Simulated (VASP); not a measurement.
The system is TlCl.

```
Tl Cl
1.0
     3.79363    0.00000    0.00000
     0.00000    3.79363    0.00000
     0.00000    0.00000    3.79363
Tl Cl
1 1
Direct
  0.00000 0.00000 0.00000
  0.50000 0.50000 0.50000
```

Base run:

```yaml
Program: VASP 6.6.1
Functional: PBE
Potentials_or_basis: VASP PAW PBE potentials, release 64 (Tl_d, Cl)
Cutoff: 500 eV
k_mesh: 4 × 4 × 4
Occupations: gaussian, width 0.01 eV
Spin: no spin polarisation
```

Its results: band gap on the k mesh 1.99 eV, direct; pressure 2.3 GPa.

Question: After a change of settings the same cell gave: band gap on the k mesh 2.42 eV, direct; pressure 1.1 GPa. Which change was it?
A. functional from PBE to r2SCAN; cutoff from 500 eV to 550 eV
B. functional from PBE to PBE0; cutoff from 500 eV to 400 eV
C. k mesh from 4 × 4 × 4 to 8 × 8 × 8

Answer: A.

r2SCAN gives the wider gap, since meta-GGAs in the generalised Kohn-Sham scheme recover part of the derivative discontinuity.

Caveats: spin-orbit coupling is left out, which moves the levels of the heavy elements; the PAW data sets were made with another functional, which shifts forces and pressure a little (some runs).
